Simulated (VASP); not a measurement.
A run of VASP 6.6.1:

File INCAR:

```
SYSTEM = ZnSe
  PREC = Accurate
  ENCUT = 520
  EDIFF = 1E-7
  ISMEAR = 0
  SIGMA = 0.05
  LREAL = .False.
  LASPH = .True.
  NELM = 60
  ALGO = Normal
  ISIF = 2
  LWAVE = .False.
  LCHARG = .False.
  GGA = CA
  NBANDS = 16
```

KPOINTS

```
regular mesh
0
Gamma
  10 10 10
  0 0 0
```

File POSCAR:

```
ZnSe
1.0
    0.0000000000      2.7072962236      2.7072962236
    2.7072962236      0.0000000000      2.7072962236
    2.7072962236      2.7072962236      0.0000000000
Zn Se
1 1
Direct
    0.0000000000      0.0000000000      0.0000000000
    0.7500000000      0.7500000000      0.7500000000
```

Potentials or basis: VASP PAW LDA potentials, release 64 (Zn, Se).

Command:

```sh
$ cat potpaw_LDA.64/Zn/POTCAR potpaw_LDA.64/Se/POTCAR > POTCAR
$ mpirun -np 1 vasp_std > vasp.out
```

Hardware: 1 thread of Intel(R) Xeon(R) 6975P-C (Granite Rapids), with other jobs on the host.

Q: How long does it take, and how much memory?

A: It took 11 s on 1 thread of Intel(R) Xeon(R) 6975P-C (Granite Rapids) (shared host), peak memory 0.15 GiB. Counts: scf iterations 13, k points 47.
